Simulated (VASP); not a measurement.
Set up this calculation in VASP 6.6.1, as the native input.

```yaml
Task: relaxation of cell and atoms
Functional: r2SCAN
Potentials_or_basis: VASP PAW PBE potentials, release 64 (Pb_d, Se)
Cutoff: 600 eV
k_mesh: 6 × 6 × 6
Occupations: gaussian, width 0.01 eV
Spin: no spin polarisation
Target_pressure: 15 GPa
Dipole_correction: no
Further_INCAR_settings: ALGO = Normal; EDIFF = 1e-06; IBRION = 2; EDIFFG = -0.002; NSW = 100; ISIF = 3
```

Crystal: PbSe.

```
Pb Se
1.0
     0.00000    3.08967    3.08967
     3.08967    0.00000    3.08967
     3.08967    3.08967    0.00000
Pb Se
1 1
Direct
  0.00000 0.00000 0.00000
  0.50000 0.50000 0.50000
```

One way to write it, as run:

POSCAR

```
PbSe
1.0
    0.0000000000      3.0896732418      3.0896732418
    3.0896732418      0.0000000000      3.0896732418
    3.0896732418      3.0896732418      0.0000000000
Pb Se
1 1
Direct
    0.0000000000      0.0000000000      0.0000000000
    0.5000000000      0.5000000000      0.5000000000
```

INCAR.step1

```
ALGO = Normal ; EDIFF = 1E-4
ENCUT = 600 ; GGA = PE
ISMEAR = 0 ; LASPH = True
LCHARG = False ; LREAL = False
LWAVE = True ; NELM = 80
PREC = Accurate ; SIGMA = 0.01
```

INCAR.step2

```
ALGO = Normal ; EDIFF = 1E-6
EDIFFG = -0.002 ; ENCUT = 600
IBRION = 2 ; ISIF = 3
ISMEAR = 0 ; ISTART = 1
LASPH = True ; LCHARG = False
LMIXTAU = True ; LREAL = False
LWAVE = False ; METAGGA = R2SCAN
NELM = 80 ; NSW = 100
PREC = Accurate ; PSTRESS = 150.0
SIGMA = 0.01
```

KPOINTS

```
k-points
0
Gamma
  6 6 6
```

Potentials or basis: VASP PAW PBE potentials, release 64 (Pb_d, Se).

The run is started by

```console
$ cat potpaw_PBE.64/Pb_d/POTCAR potpaw_PBE.64/Se/POTCAR > POTCAR
$ cp INCAR.step1 INCAR
$ mpirun -np 1 vasp_std > vasp.out
$ cp INCAR.step2 INCAR
$ mpirun -np 1 vasp_std > vasp.out
```

It gave:

- Relaxed volume: 24.20 Å³/atom
- Relaxed cell: a = 4.091 Å, b = 4.091 Å, c = 4.091 Å, α = 60.00°, β = 60.00°, γ = 60.00°
- Space group after relaxing (to 0.1 Å): Fm-3m (No. 225)
- Energy change on relaxing (the run minimises the enthalpy): +212.9 meV/atom
- Ionic steps: 7
- Pressure after relaxing: 15.0 GPa
- Band gap on the k mesh: 0.16 eV

Caveat: the cell is relaxed towards a set pressure, so the run minimises the enthalpy, not the energy; the volume moved by over 15 % at a fixed basis, so the end points are rough; the PAW data sets were made with another functional, which shifts forces and pressure a little; spin-orbit coupling is left out, which moves the levels of the heavy elements.

Wall time 5.1 min on 1 thread of AMD EPYC 9R45 96-Core Processor (Zen 5), on a shared host, peak memory 0.21 GiB.
